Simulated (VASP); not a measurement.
Here is a VASP 6.6.1 calculation.

Contents of INCAR:

```
PREC     = Accurate       # precision mode
ENCUT    = 520            # plane-wave cutoff, eV
EDIFF    = 1E-6           # SCF threshold, eV
ISMEAR   = 0              # smearing method
SIGMA    = 0.018000000000000002 # smearing width, eV
LREAL    = F              # projectors in reciprocal space
LASPH    = T              # aspherical terms in the spheres
NELM     = 60             # most SCF steps
ALGO     = Normal         # electronic algorithm
ISIF     = 2              # what is computed and relaxed
LWAVE    = F              # write WAVECAR
LCHARG   = T              # write CHGCAR
GGA      = PE             # functional
LELF     = T              # ELF
LVHAR    = T            
NBANDS   = 12             # bands
```

Contents of KPOINTS:

```
Automatic mesh
0
Gamma
  11 11 11
```

POSCAR

```
In
1.0
   -1.6254700000      1.6254700000      2.4737000000
    1.6254700000     -1.6254700000      2.4737000000
    1.6254700000      1.6254700000     -2.4737000000
In
1
Direct
    0.0000000000      0.0000000000      0.0000000000
```

Potentials or basis: VASP PAW PBE potentials, release 64 (In_d).

The run is started by

```bash
$ cat potpaw_PBE.64/In_d/POTCAR > POTCAR
$ mpirun -np 1 vasp_std > vasp.out
```

Q: Estimate the pressure.

A: 2.0 GPa.

Stress tensor (GPa, compression positive):
```
2.18 0.00 0.00
0.00 2.18 0.00
0.00 0.00 1.53
```
